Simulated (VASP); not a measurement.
# KH8O4F in VASP: notebook

Runs on KH8O4F. Level: PBE+D3(BJ). Tasks: single point.

All numbers are computed with VASP 6.6.1; they aren't measurements. Logs are shortened: lines on timing, memory, paths and dates and some standing lists are left out, and cuts for length are marked.

**1. The cell of the first run**

The cell holds a disordered packing, 14 atoms: a = 5.974 Å, b = 5.974 Å, c = 5.974 Å, α = 90.00°, β = 90.00°, γ = 90.00°.

**2. Single point, PBE+D3(BJ)**

The input, INCAR:

```
SYSTEM = KH8O4F
ALGO     = Normal         ! electronic algorithm
EDIFF    = 1E-6           ! SCF threshold, eV
ENCUT    = 520            ! plane-wave cutoff, eV
GGA      = PE             ! functional
ISIF     = 2              ! what is computed and relaxed
ISMEAR   = -1             ! smearing method
IVDW     = 12             ! dispersion correction
LASPH    = .True.         ! aspherical terms in the spheres
LCHARG   = .False.        ! write CHGCAR
LREAL    = .False.        ! projectors in reciprocal space
LWAVE    = .False.        ! write WAVECAR
NBANDS   = 37             ! bands
NELM     = 80             ! most SCF steps
PREC     = Accurate       ! precision mode
SIGMA    = 0.05           ! smearing width, eV
```

The input, KPOINTS:

```
k-points
0
Gamma
  1 1 1
  0 0 0
```

The input, POSCAR:

```
KH8O4F
1.0
    5.9739610000      0.0000000000      0.0000000000
    0.0000000000      5.9739610000      0.0000000000
    0.0000000000      0.0000000000      5.9739610000
O H K F
4 8 1 1
Direct
    0.1352588448      0.6724807784      0.6307670971
   -0.0443351672      0.1473890249      1.0091646604
    0.4049657702      0.5658099028      0.0239409048
    0.5590820320      0.8558790241      0.4817861232
    0.0163193456      0.7747432874      0.5855405038
    0.1346508248      0.5495446848      0.5097451865
    0.0234320753      0.2311987668      1.1396622137
    0.0467350125      0.0133048261      0.9953897038
    0.3127989175      0.4879287106      0.1395269310
    0.2935072364      0.6124558492     -0.0882252892
    0.4090886984      0.8130388123      0.5372073924
    0.5464990455      0.8254227419      0.3210556489
    0.6968638842      0.3121518802      0.6839878004
    0.1383692801      0.3688417105      0.3408795232
```

Potentials or basis: VASP PAW PBE potentials, release 64 (O, H, K_sv, F).

Started as:

```console
cat potpaw_PBE.64/O/POTCAR potpaw_PBE.64/H/POTCAR potpaw_PBE.64/K_sv/POTCAR potpaw_PBE.64/F/POTCAR > POTCAR
mpirun -np 1 vasp_gam > vasp.out
```

OUTCAR:

```text
SYSTEM = KH8O4F
   EDIFF = 1E-6
   ENCUT = 520
   GGA = PE
   ISIF = 2
   ISMEAR = -1
   IVDW = 12
   LASPH = .True.
   LREAL = .False.
   NELM = 80
   PREC = Accurate
 IVDW          = 12

 ion  position               nearest neighbor table
   1  0.135  0.672  0.631-   5 0.98   6 1.03
   2  0.956  0.147  0.009-   8 0.97   7 1.01  13 2.67
   3  0.405  0.566  0.024-  10 0.98   9 1.00
   4  0.559  0.856  0.482-  12 0.98  11 0.99
   5  0.016  0.775  0.586-   1 0.98
   6  0.135  0.550  0.510-   1 1.03
   7  0.023  0.231  0.140-   2 1.01
   8  0.047  0.013  0.995-   2 0.97
   9  0.313  0.488  0.140-   3 1.00
  10  0.294  0.612  0.912-   3 0.98
  11  0.409  0.813  0.537-   4 0.99
  12  0.546  0.825  0.321-   4 0.98
  13  0.697  0.312  0.684-   2 2.67
  14  0.138  0.369  0.341-

  LATTYP: Found a simple cubic cell.
 ALAT       =     5.9739610000

  Lattice vectors:

 A1 = (   5.9739610000,   0.0000000000,   0.0000000000)
 A2 = (   0.0000000000,   5.9739610000,   0.0000000000)
 A3 = (   0.0000000000,   0.0000000000,   5.9739610000)

Analysis of symmetry for initial positions (statically):
=====================================================================
 Subroutine PRICEL returns:
 Original cell was already a primitive cell.

 Routine SETGRP: Setting up the symmetry group for a
 simple cubic supercell.

 Subroutine GETGRP returns: Found  1 space group operations
 (whereof  1 operations were pure point group operations)
 out of a pool of 48 trial point group operations.

The static configuration has the point symmetry C_1 .

Analysis of symmetry for dynamics (positions and initial velocities):
=====================================================================
 Subroutine PRICEL returns:
 Original cell was already a primitive cell.

 Routine SETGRP: Setting up the symmetry group for a
 simple cubic supercell.

 Subroutine GETGRP returns: Found  1 space group operations
 (whereof  1 operations were pure point group operations)
 out of a pool of 48 trial point group operations.

The dynamic configuration has the point symmetry C_1 .

[... 105 lines left out ...]
   ISYM   =      2    0-nonsym 1-usesym 2-fastsym
   POTIM  = 0.5000    time-step for ionic-motion
   TEBEG  =    0.0;   TEEND  =   0.0 temperature during run
   PSTRESS=    0.0 pullay stress
   NELECT =      48.0000    total number of electrons
   NUPDOWN=      -1.0000    fix difference up-down
   EMIN   =  10.00;   EMAX   =-10.00  energy-range for DOS
   EFERMI =   0.00;   METHOD = LEGACY
   ISMEAR =    -1;   SIGMA  =   0.05  broadening in eV -4-tet -1-fermi 0-gaus
   EFERMI_NEDOS =   21; number of points for ismear=-14 and -15
   IALGO  =     38    algorithm
   IMIX   =      4    mixing-type and parameters
     AMIX     =   0.40;   BMIX     =  1.00
     AMIX_MAG =   1.60;   BMIX_MAG =  1.00
  volume/ion in A,a.u.               =      15.23       102.77
  Fermi-wavevector in a.u.,A,eV,Ry     =   0.995924  1.882023 13.495137  0.991865
  Thomas-Fermi vector in A             =   2.127977
   LORBIT       =      0    0 simple, 1 ext, 2 COOP (PROOUT), +10 PAW based schemes
   GGA     = PE    functional components
   LHFCALC =     F    Hartree Fock is set to
   AEXX    =    0.0000 exact exchange contribution
   IVDW    =    12    specifies the selected vdW correction
   LEPSILON=     F    determine dielectric tensor
   LRPA    =     F    only Hartree local field effects (RPA)
 non-spin polarized calculation
  energy-cutoff  :      520.00
  volume of cell :      213.20
 maximum number of plane-waves:      2872
 NGX is ok and might be reduce to    48
   NGX = 23   NGY = 23   NGZ = 23

 number of electron      47.9999998 magnetization

 Free energy of the ion-electron system (eV)
  ---------------------------------------------------
  ext. energy  EPLUGINS =         0.00000000
  ---------------------------------------------------
  free energy    TOTEN  =       -66.59993534 eV

  energy without entropy =      -66.59993534  energy(sigma->0) =      -66.59993534

 E-fermi :  -2.9734     XC(G=0):  -6.0795

 val. band max:       -4.1668036495   @ k =   0.0000   0.0000   0.0000
 cond. band min:       0.3216514167   @ k =   0.0000   0.0000   0.0000
 fundamental gap:      4.4884550662
 Fermi energy:        -2.9734468282

 k-point     1 :       0.0000    0.0000    0.0000
  band No.  band energies     occupation
      1     -31.7956      2.00000
      2     -23.7146      2.00000
      3     -22.5198      2.00000
      4     -22.2238      2.00000
      5     -22.0181      2.00000
      6     -21.7976      2.00000
[... 28 lines left out ...]
     35       6.5586      0.00000
     36       6.9725      0.00000
 [bands above 36 left out]

------------------------ aborting loop because EDIFF is reached ----------------------------------------

 Edisp (eV)   -0.50964

 E8    (eV) :    -0.1492

  FORCE on cell =-STRESS in cart. coord.  units (eV):
  Direction    XX          YY          ZZ          XY          YZ          ZX
  --------------------------------------------------------------------------------------
  -------------------------------------------------------------------------------------
  Total      -2.47266    -1.76415    -2.94742    -0.27002    -0.64127    -0.17045
  in kB     -18.58178   -13.25739   -22.14961    -2.02917    -4.81911    -1.28095
  external pressure =      -18.00 kB  Pullay stress =        0.00 kB

 VOLUME and BASIS-vectors are now :
 -----------------------------------------------------------------------------
  energy-cutoff  :      520.00
  volume of cell :      213.20
      direct lattice vectors                 reciprocal lattice vectors
     5.973961000  0.000000000  0.000000000     0.167393125  0.000000000  0.000000000
     0.000000000  5.973961000  0.000000000     0.000000000  0.167393125  0.000000000
     0.000000000  0.000000000  5.973961000     0.000000000  0.000000000  0.167393125

 POSITION                                       TOTAL-FORCE (eV/Angst)
 -----------------------------------------------------------------------------------
      0.80803      4.01737      3.76818        -0.077755      0.133121     -0.056914
      5.70910      0.88050      0.05475         0.096639      0.043335      0.156960
      2.41925      3.38013      0.14302        -0.174606     -0.016384     -0.019957
      3.33993      5.11299      2.87817        -0.084201      0.001780     -0.140008
      0.09749      4.62829      3.49800         0.063050     -0.037308      0.072570
      0.80440      3.28296      3.04520         0.029476     -0.084210     -0.011764
      0.13998      1.38117      0.83434        -0.075703     -0.054597     -0.132954
      0.27919      0.07948      5.94642        -0.041933      0.016375      0.027475
      1.86865      2.91487      0.83353         0.069190      0.019552     -0.013453
      1.75340      3.65879      5.44691         0.125156     -0.045623     -0.002837
      2.44388      4.85706      3.20926         0.015786     -0.039092      0.072403
      3.26476      4.93104      1.91797         0.094403      0.009175      0.076854
      4.16304      1.86478      4.08612        -0.057693      0.041159      0.020989
      0.82661      2.20345      2.03640         0.018191      0.012717     -0.049363
 -----------------------------------------------------------------------------------
    total drift:                                0.000016      0.000270      0.000594

  FREE ENERGIE OF THE ION-ELECTRON SYSTEM (eV)
  ---------------------------------------------------
  free  energy   TOTEN  =       -67.1095769262 eV

  energy  without entropy=      -67.1095769261  energy(sigma->0) =      -67.10957693
```

OSZICAR:

```text
N       E                     dE             d eps       ncg     rms          rms(c)
DAV:   1     0.405451076373E+03    0.40545E+03   -0.24649E+04    74   0.116E+03
DAV:   2    -0.354601098234E+02   -0.44091E+03   -0.42063E+03    95   0.296E+02
DAV:   3    -0.725696692204E+02   -0.37110E+02   -0.36929E+02   100   0.926E+01
DAV:   4    -0.743229988391E+02   -0.17533E+01   -0.17502E+01   108   0.142E+01
DAV:   5    -0.743535028670E+02   -0.30504E-01   -0.30500E-01   108   0.192E+00    0.162E+01
DAV:   6    -0.668674399611E+02    0.74861E+01   -0.25128E+01    92   0.232E+01    0.606E+00
DAV:   7    -0.667056331099E+02    0.16181E+00   -0.10565E+00    92   0.423E+00    0.393E+00
DAV:   8    -0.666000037685E+02    0.10563E+00   -0.37305E-01    92   0.346E+00    0.755E-01
DAV:   9    -0.665948466974E+02    0.51571E-02   -0.51448E-02   100   0.108E+00    0.312E-01
DAV:  10    -0.666002594683E+02   -0.54128E-02   -0.94921E-03    92   0.565E-01    0.142E-01
DAV:  11    -0.666001092385E+02    0.15023E-03   -0.70677E-04    92   0.198E-01    0.834E-02
DAV:  12    -0.665999574197E+02    0.15182E-03   -0.81117E-04    84   0.184E-01    0.212E-02
DAV:  13    -0.665999460750E+02    0.11345E-04   -0.58942E-05    84   0.508E-02    0.126E-02
DAV:  14    -0.665999360658E+02    0.10009E-04   -0.15965E-05    84   0.223E-02    0.531E-03
DAV:  15    -0.665999353411E+02    0.72463E-06   -0.37313E-06    84   0.130E-02
   1 F= -.67109577E+02 E0= -.67109577E+02  d E =-.110246E-09
```

stdout:

```text
POSCAR found type information on POSCAR O H K F
 POSCAR found :  4 types and      14 ions
 scaLAPACK will be used
 LDA part: xc-table for (Slater+PW92), standard interpolation
 POSCAR, INCAR and KPOINTS ok, starting setup
 FFT: planning ... GRIDC
 FFT: planning ... GRID_SOFT
 FFT: planning ... GRID
 WAVECAR not read
 entering main loop
```

Run time: 19 s. Hardware: 1 thread of Intel Xeon Platinum 8259CL at 2.50GHz (Skylake/Cascade Lake), shared host; peak memory 0.32 GiB.

Results:

| Item | Value |
| --- | --- |
| Free energy | -67.1096 eV |
| Pressure | -1.8 GPa |
| Largest force | 0.189 eV/Å |
| Dispersion energy per atom | -0.036 eV |

Forces on the atoms (eV/Å):
```
O   -0.078  0.133 -0.057
O    0.097  0.043  0.157
O   -0.175 -0.016 -0.020
O   -0.084  0.002 -0.140
H    0.063 -0.037  0.073
H    0.029 -0.084 -0.012
H   -0.076 -0.055 -0.133
H   -0.042  0.016  0.027
H    0.069  0.020 -0.013
H    0.125 -0.046 -0.003
H    0.016 -0.039  0.072
H    0.094  0.009  0.077
K   -0.058  0.041  0.021
F    0.018  0.013 -0.049
```

Stress tensor (GPa, compression positive):
```
-1.86 -0.20 -0.13
-0.20 -1.33 -0.48
-0.13 -0.48 -2.21
```

Levels at points of the mesh, in eV from the Fermi level:
| k point | band 22 | band 23 | band 24 | band 25 | band 26 | band 27 |
| --- | --- | --- | --- | --- | --- | --- |
| (0.00, 0.00, 0.00) | -1.59 | -1.38 | -1.19 | 3.30 | 6.72 | 7.02 |

Caveat: the k points lie up to 1.05 Å⁻¹ apart.

(Part 1 of 2 ends here.)
